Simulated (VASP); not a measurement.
Set up this calculation in VASP 6.6.1, as the native input.

```
Task                   : single point
Functional             : LDA
Potentials or basis    : VASP PAW LDA potentials, release 64 (Ni, O)
Cutoff                 : 600 eV
k mesh                 : 3 × 3 × 3
Occupations            : fermi-dirac, width 0.1 eV
Spin                   : collinear spin, ferromagnetic start
Starting moments       : [1.0, 0.0, 0.0] μB
Hubbard terms          : Ni d U = 5.0 eV
Dipole correction      : no
Further INCAR settings : ALGO = Normal; EDIFF = 1e-06; NBANDS = 22
```

The structure of NiO2 lies in POSCAR:

```
NiO2
1.0
    1.4021290000      0.8095195556      6.9742946667
   -1.4021290000      0.8095195556      6.9742946667
    0.0000000000     -1.6190391112      6.9742946667
Ni O
1 2
Direct
    0.0000000000      0.0000000000      0.0000000000
    0.6212106667      0.6212106667      0.6212106667
    0.3787893333      0.3787893333      0.3787893333
```

The input as run:

INCAR

```
SYSTEM = NiO2
ALGO = Normal ; EDIFF = 1E-6
ENCUT = 600 ; GGA_COMPAT = .False.
ISIF = 2 ; ISMEAR = -1
ISPIN = 2 ; LASPH = .True.
LCHARG = .True. ; LDAU = .True.
LDAUJ = 0 0 ; LDAUL = 2 -1
LDAUPRINT = 1 ; LDAUTYPE = 2
LDAUU = 5 0 ; LELF = .True.
LMAXMIX = 4 ; LORBIT = 11
LREAL = .False. ; LVHAR = .True.
LWAVE = .False. ; MAGMOM = 1 0 0
NBANDS = 22 ; NELM = 200
PREC = Accurate ; SIGMA = 0.1
```

KPOINTS

```
k-points
0
Gamma
  3 3 3
  0 0 0
```

Potentials or basis: VASP PAW LDA potentials, release 64 (Ni, O).

Launch:

```console
$ cat potpaw_LDA.64/Ni/POTCAR potpaw_LDA.64/O/POTCAR > POTCAR
$ mpirun -np 1 vasp_std > vasp.out
```

Results of the run:

```json
{
 "Pressure": "-12.1 GPa",
 "Largest force": "1.073 eV/Å",
 "Band gap on the k mesh": "2.03 eV (least direct gap 2.15 eV)",
 "Net moment": "0.00 μB per cell",
 "Valence electrons inside the program's atomic spheres": "Ni 9.64; O 4.86"
}
```

Caveat: the k points lie up to 0.87 Å⁻¹ apart, too coarse for converged energies, forces and pressures; the moments typed at the start vanished in this run; forces of over 1 eV/Å act on the atoms, so gaps and moduli don't describe the material at rest.

Run time: 2.5 min on 1 thread of Intel(R) Xeon(R) Platinum 8259CL CPU @ 2.50GHz (Skylake/Cascade Lake) (shared host), peak memory 0.39 GiB.
